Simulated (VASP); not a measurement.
# LiBr (Fm-3m) in VASP: notebook

LiBr is run at these levels: PBEsol; tasks: single point.

All numbers are computed with VASP 6.6.1; they aren't measurements. Logs are shortened: lines on timing, memory, paths and dates and some standing lists are left out, and cuts for length are marked.

**1. The cell of the first run**

It takes space group Fm-3m (No. 225, cubic). Conventional cell: a = 5.987 Å, b = 5.987 Å, c = 5.987 Å, α = 90.00°, β = 90.00°, γ = 90.00°. Within 3.9 Å of Li (site symmetry m-3m) lie 6 Br at 2.99 Å. Within 3.9 Å of Br (site symmetry m-3m) lie 6 Li at 2.99 Å.

**2. Single point, PBEsol (Rb replaced by Li, lengths x 0.838, strained)**

Input file INCAR:

```
PREC = Accurate
ENCUT = 750
EDIFF = 1E-6
ISMEAR = 0
SIGMA = 0.02
LREAL = F
LASPH = T
NELM = 120
ALGO = Normal
ISIF = 2
LWAVE = F
LCHARG = F
GGA = PS
NBANDS = 12
GGA_COMPAT = F
```

Input file KPOINTS:

```
regular mesh
0
Gamma
  8 8 8
```

Input file POSCAR:

```
LiBr
1.0
    0.0000000000      2.9935997908      2.9935997908
    2.9935997908      0.0000000000      2.9935997908
    2.9935997908      2.9935997908      0.0000000000
Li Br
1 1
Direct
    0.0000000000      0.0000000000      0.0000000000
    0.5000000000      0.5000000000      0.5000000000
```

Potentials or basis: VASP PAW PBE potentials, release 64 (Li_sv, Br).

Started as:

```console
cat potpaw_PBE.64/Li_sv/POTCAR potpaw_PBE.64/Br/POTCAR > POTCAR
mpirun -np 1 vasp_std > vasp.out
```

OUTCAR:

```text
PREC = Accurate
   ENCUT = 750
   EDIFF = 1E-6
   ISMEAR = 0
   LREAL = F
   LASPH = T
   NELM = 120
   ISIF = 2
   GGA = PS

 ion  position               nearest neighbor table
   1  0.000  0.000  0.000-
   2  0.500  0.500  0.500-

  LATTYP: Found a face centered cubic cell.
 ALAT       =     5.9871995816

  Lattice vectors:

 A1 = (   0.0000000000,   2.9935997908,   2.9935997908)
 A2 = (   2.9935997908,   0.0000000000,   2.9935997908)
 A3 = (   2.9935997908,   2.9935997908,   0.0000000000)

Analysis of symmetry for initial positions (statically):
=====================================================================
 Subroutine PRICEL returns:
 Original cell was already a primitive cell.

 Routine SETGRP: Setting up the symmetry group for a
 face centered cubic supercell.

 Subroutine GETGRP returns: Found 48 space group operations
 (whereof 48 operations were pure point group operations)
 out of a pool of 48 trial point group operations.

The static configuration has the point symmetry O_h .

Analysis of symmetry for dynamics (positions and initial velocities):
=====================================================================
 Subroutine PRICEL returns:
 Original cell was already a primitive cell.

 Routine SETGRP: Setting up the symmetry group for a
 face centered cubic supercell.

 Subroutine GETGRP returns: Found 48 space group operations
 (whereof 48 operations were pure point group operations)
 out of a pool of 48 trial point group operations.

The dynamic configuration has the point symmetry O_h .

 Subroutine INISYM returns: Found 48 space group operations
 (whereof 48 operations are pure point group operations),
 and found     1 'primitive' translations

----------------------------------------------------------------------------------------

                                     Primitive cell

  volume of cell :      53.6551

  direct lattice vectors                    reciprocal lattice vectors
     0.000000000  2.993599791  2.993599791    -0.167022994  0.167022994  0.167022994
     2.993599791  0.000000000  2.993599791     0.167022994 -0.167022994  0.167022994
     2.993599791  2.993599791  0.000000000     0.167022994  0.167022994 -0.167022994

  length of vectors
     4.233589424  4.233589424  4.233589424     0.289292312  0.289292312  0.289292312

  position of ions in fractional coordinates (direct lattice)
     0.000000000  0.000000000  0.000000000
     0.500000000  0.500000000  0.500000000

  ion indices of the primitive-cell ions
   primitive index   ion index
                 1           1
                 2           2

----------------------------------------------------------------------------------------

 KPOINTS: regular mesh

Automatic generation of k-mesh.
 Grid dimensions read from file:
 generate k-points for:    8    8    8

 Generating k-lattice:

  Cartesian coordinates                     Fractional coordinates (reciprocal lattice)
    -0.020877874  0.020877874  0.020877874     0.125000000  0.000000000  0.000000000
     0.020877874 -0.020877874  0.020877874     0.000000000  0.125000000  0.000000000
     0.020877874  0.020877874 -0.020877874     0.000000000  0.000000000  0.125000000

  Length of vectors
     0.036161539  0.036161539  0.036161539

  Shift w.r.t. Gamma in fractional coordinates (k-lattice)
     0.000000000  0.000000000  0.000000000

 Subroutine IBZKPT returns following result:
 ===========================================

 Found     29 irreducible k-points:

 Following reciprocal coordinates:
            Coordinates               Weight
  0.000000  0.000000  0.000000      1.000000
  0.125000  0.000000  0.000000      8.000000
  0.250000  0.000000  0.000000      8.000000
  0.375000  0.000000  0.000000      8.000000
  0.500000  0.000000  0.000000      4.000000
  0.125000  0.125000  0.000000      6.000000
[... 16 lines left out ...]
  0.500000  0.250000  0.125000     48.000000
 -0.375000  0.250000  0.125000     24.000000
 [... further k-points ...]
   k-points           NKPTS =     29   k-points in BZ     NKDIM =     29   number of bands    NBANDS=     12
   number of dos      NEDOS =    301   number of ions     NIONS =      2
   total plane-waves  NPLWV =  64000
   dimension x,y,z NGX =    40 NGY =   40 NGZ =   40
   dimension x,y,z NGXF=    80 NGYF=   80 NGZF=   80
   ions per type =               1   1
   NGX,Y,Z   is equivalent  to a cutoff of  15.71, 15.71, 15.71 a.u.
   NGXF,Y,Z  is equivalent  to a cutoff of  31.41, 31.41, 31.41 a.u.
 SYSTEM =  unknown system
   PREC   = accura    normal or accurate (medium, high low for compatibility)
   ISTART =      0    job   : 0-new  1-cont  2-samecut
   ICHARG =      2    charge: 1-file 2-atom 10-const
   ISPIN  =      1    spin polarized calculation?
   LNONCOLLINEAR =      F non collinear calculations
   LSORBIT =      F    spin-orbit coupling
   LASPH  =      T    aspherical Exc in radial PAW
   ENCUT  =  750.0 eV  55.12 Ry    7.42 a.u.   9.45  9.45  9.45*2*pi/ulx,y,z
   NELM   =    120;   NELMIN=  2; NELMDL= -5     # of ELM steps
   EDIFF  = 0.1E-05   stopping-criterion for ELM
   LREAL  =      F    real-space projection
   EDIFFG = 0.1E-04   stopping-criterion for IOM
   NSW    =      0    number of steps for IOM
   IBRION =     -1    ionic relax: 0-MD 1-quasi-New 2-CG
   NFREE  =      0    steps in history (QN), initial steepest desc. (CG)
   ISIF   =      2    stress and relaxation
   ISYM   =      2    0-nonsym 1-usesym 2-fastsym
   POTIM  = 0.5000    time-step for ionic-motion
   TEBEG  =    0.0;   TEEND  =   0.0 temperature during run
   PSTRESS=    0.0 pullay stress
   NELECT =      10.0000    total number of electrons
   NUPDOWN=      -1.0000    fix difference up-down
   EMIN   =  10.00;   EMAX   =-10.00  energy-range for DOS
   EFERMI =   0.00;   METHOD = LEGACY
   ISMEAR =     0;   SIGMA  =   0.02  broadening in eV -4-tet -1-fermi 0-gaus
   EFERMI_NEDOS =   21; number of points for ismear=-14 and -15
   IALGO  =     38    algorithm
   IMIX   =      4    mixing-type and parameters
     AMIX     =   0.40;   BMIX     =  1.00
     AMIX_MAG =   1.60;   BMIX_MAG =  1.00
  volume/ion in A,a.u.               =      26.83       181.04
  Fermi-wavevector in a.u.,A,eV,Ry     =   0.935128  1.767136 11.897812  0.874465
  Thomas-Fermi vector in A             =   2.062004
   LORBIT       =      0    0 simple, 1 ext, 2 COOP (PROOUT), +10 PAW based schemes
   GGA     = PS    functional components
   LHFCALC =     F    Hartree Fock is set to
   AEXX    =    0.0000 exact exchange contribution
   IVDW    =     0    specifies the selected vdW correction
   LEPSILON=     F    determine dielectric tensor
   LRPA    =     F    only Hartree local field effects (RPA)
 non-spin polarized calculation
 Gauss-broadening in eV      SIGMA  =   0.02
  energy-cutoff  :      750.00
  volume of cell :       53.66
 maximum number of plane-waves:      2541
 NGX is ok and might be reduce to    40
   NGX = 19   NGY = 19   NGZ = 19

 number of electron      10.0000001 magnetization

 Free energy of the ion-electron system (eV)
  ---------------------------------------------------
  ext. energy  EPLUGINS =         0.00000000
  ---------------------------------------------------
  free energy    TOTEN  =        -6.67786914 eV

  energy without entropy =       -6.67786914  energy(sigma->0) =       -6.67786914

 E-fermi :  -1.1700     XC(G=0):  -7.5641

 val. band max:       -1.2624465237   @ k =   0.0000   0.0000   0.0000
 cond. band min:       2.6442509175   @ k =   0.0000   0.0000   0.0000
 fundamental gap:      3.9066974411
 Fermi energy:        -1.1699680369

 k-point     1 :       0.0000    0.0000    0.0000
  band No.  band energies     occupation
      1     -45.4710      2.00000
      2     -14.0336      2.00000
      3      -1.2624      2.00000
      4      -1.2624      2.00000
      5      -1.2624      2.00000
      6       2.6443      0.00000
      7       8.8473      0.00000
      8       8.8473      0.00000
      9       8.8473      0.00000
     10       9.7854      0.00000
     11       9.7854      0.00000
     12       9.7854      0.00000

 k-point     2 :       0.1250    0.0000    0.0000
  band No.  band energies     occupation
      1     -45.4710      2.00000
      2     -14.0006      2.00000
      3      -1.6724      2.00000
      4      -1.2893      2.00000
      5      -1.2893      2.00000
      6       3.1075      0.00000
      7       7.9919      0.00000
      8       8.4875      0.00000
      9       8.4875      0.00000
     10       9.5009      0.00000
     11       9.5009      0.00000
     12      10.1850      0.00000

 k-point     3 :       0.2500    0.0000    0.0000
  band No.  band energies     occupation
      1     -45.4709      2.00000
      2     -13.9187      2.00000
      3      -2.4333      2.00000
      4      -1.3515      2.00000
      5      -1.3515      2.00000
      6       3.8397      0.00000
      7       7.4279      0.00000
      8       7.5062      0.00000
      9       7.5062      0.00000
     10      10.3517      0.00000
     11      10.3517      0.00000
     12      10.4896      0.00000
[... 286 lines left out ...]
 k-point    23 :       0.5000    0.2500    0.1250
  band No.  band energies     occupation
      1     -45.4708      2.00000
      2     -13.7844      2.00000
      3      -2.8994      2.00000
      4      -2.0616      2.00000
      5      -1.5902      2.00000
      6       5.1904      0.00000
      7       6.1787      0.00000
      8       7.1794      0.00000
      9       7.6335      0.00000
     10      10.2377      0.00000
     11      12.7919      0.00000
     12      12.9607      0.00000

 k-point    24 :      -0.3750    0.2500    0.1250
  band No.  band energies     occupation
      1     -45.4708      2.00000
      2     -13.7545      2.00000
      3      -3.0344      2.00000
      4      -2.1286      2.00000
      5      -1.6520      2.00000
      6       5.2154      0.00000
      7       6.0990      0.00000
      8       7.3050      0.00000
      9       7.8120      0.00000
     10      11.1251      0.00000
     11      11.3219      0.00000
     12      13.8258      0.00000

 [... further k-points ...]
[... 5 lines left out ...]
  --------------------------------------------------------------------------------------
  -------------------------------------------------------------------------------------
  Total       -1.5031324     -1.5031324     -1.5031324      0.0000000      0.0000000      0.0000000
  in kB      -44.8845212    -44.8845212    -44.8845212      0.0000000      0.0000000      0.0000000
  external PRESSURE =     -44.8845212 kB  Pullay stress =       0.0000000 kB

 VOLUME and BASIS-vectors are now :
 -----------------------------------------------------------------------------
  energy-cutoff  :      750.00
  volume of cell :       53.66
      direct lattice vectors                 reciprocal lattice vectors
     0.000000000  2.993599791  2.993599791    -0.167022994  0.167022994  0.167022994
     2.993599791  0.000000000  2.993599791     0.167022994 -0.167022994  0.167022994
     2.993599791  2.993599791  0.000000000     0.167022994  0.167022994 -0.167022994

 POSITION                                       TOTAL-FORCE (eV/Angst)
 -----------------------------------------------------------------------------------
      0.00000      0.00000      0.00000         0.000000      0.000000      0.000000
      2.99360      2.99360      2.99360        -0.000000     -0.000000     -0.000000
 -----------------------------------------------------------------------------------
    total drift:                                0.000000     -0.000000      0.000000

  FREE ENERGIE OF THE ION-ELECTRON SYSTEM (eV)
  ---------------------------------------------------
  free  energy   TOTEN  =        -6.6778691439 eV

  energy  without entropy=       -6.6778691439  energy(sigma->0) =       -6.67786914
```

It took 24 s on 1 thread of Intel Xeon Platinum 8259CL at 2.50GHz (Skylake/Cascade Lake), shared host; peak memory 0.24 GiB.

Results:

```yaml
Free_energy: -6.6779 eV
Pressure: -4.5 GPa
Band_gap_on_the_k_mesh: 3.91 eV, direct
```

Levels at points of the mesh, in eV from the valence-band top:
```csv
k point,band 2,band 3,band 4,band 5,band 6,band 7,band 8,band 9
"(0.00, 0.00, 0.00)",-12.77,0.00,0.00,0.00,3.91,10.11,10.11,10.11
"(0.50, 0.00, 0.00)",-12.53,-1.99,-0.17,-0.17,5.31,7.88,7.88,9.42
"(0.50, 0.50, 0.00)",-12.45,-1.93,-0.74,-0.74,5.77,7.22,9.63,10.79
```

Caveat: the cell differs from its parent crystal (Rb replaced by Li, lengths x 0.838, strained); the PAW data sets were made with another functional, which shifts forces and pressure a little.

**3. Single point, PBEsol (Rb replaced by Li, lengths x 0.838, strained)**

Input file INCAR:

```
ALGO = Normal
EDIFF = 1E-6
ENCUT = 750
GGA = PS
GGA_COMPAT = F
ISIF = 2
ISMEAR = 0
LASPH = T
LCHARG = T
LELF = T
LREAL = F
LVHAR = T
LWAVE = F
NBANDS = 12
NELM = 120
PREC = Accurate
SIGMA = 0.1
```

Input file KPOINTS:

```
k-points
0
Gamma
  6 6 6
```

POSCAR is that of step 2.

Potentials or basis: VASP PAW PBE potentials, release 64 (Li_sv, Br).

Started as:

```console
cat potpaw_PBE.64/Li_sv/POTCAR potpaw_PBE.64/Br/POTCAR > POTCAR
mpirun -np 1 vasp_std > vasp.out
```

Run time: 40 s. Hardware: 1 thread of Intel Xeon 8259CL, shared host; peak memory 0.23 GiB.

The run converged. Its results:

| Item | Value |
| --- | --- |
| Free energy | -6.6778 eV |
| Pressure | -4.5 GPa |
| Band gap on the k mesh | 3.91 eV, direct |

Levels at points of the mesh, in eV from the valence-band top:
| k point | band 1 | band 2 | band 3 | band 4 | band 5 | band 6 | band 7 | band 8 | band 9 | band 10 |
| --- | --- | --- | --- | --- | --- | --- | --- | --- | --- | --- |
| (0.00, 0.00, 0.00) | -44.21 | -12.77 | 0.00 | 0.00 | 0.00 | 3.91 | 10.11 | 10.11 | 10.11 | 11.05 |
| (0.50, 0.00, 0.00) | -44.21 | -12.53 | -1.99 | -0.17 | -0.17 | 5.31 | 7.88 | 7.88 | 9.42 | 12.70 |
| (0.50, 0.50, 0.00) | -44.21 | -12.45 | -1.93 | -0.74 | -0.74 | 5.77 | 7.22 | 9.63 | 10.79 | 10.79 |

Caveat: the cell differs from its parent crystal (Rb replaced by Li, lengths x 0.838, strained); the PAW data sets were made with another functional, which shifts forces and pressure a little.
